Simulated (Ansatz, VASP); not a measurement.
## Te2Pb: VASP beside Ansatz

```
Pb Te
1.0
     0.00000    3.79661    3.79661
     3.79661    0.00000    3.79661
     3.79661    3.79661    0.00000
Pb Te
1 2
Direct
  0.00000 0.00000 0.00000
  0.25000 0.25000 0.25000
  0.75000 0.75000 0.75000
```

Alike in both runs: task single point; functional PBEsol; k mesh 4 × 4 × 4; occupations fermi-dirac, width 0.2 eV; no spin polarisation.

|  | VASP | Ansatz |
| --- | --- | --- |
| version | VASP 6.6.1 | Ansatz 0.2.0 |
| potentials or method | VASP PAW PBE potentials, release 64 (Pb_d, Te) | plane waves |
| plane-wave cutoff (eV) | 500 | 420 |
| valence electrons in the cell | 26 | 46 |

```csv
,VASP,Ansatz,Ansatz less VASP
pressure (GPa),-1.4,-1.4,+0.03
```

VASP's potentials were made for PBE, not for PBEsol. VASP's potentials hold 26 valence electrons a cell and Ansatz's 46, so a difference there can come from the potentials and not from the codes.

Spin-orbit coupling is off throughout.
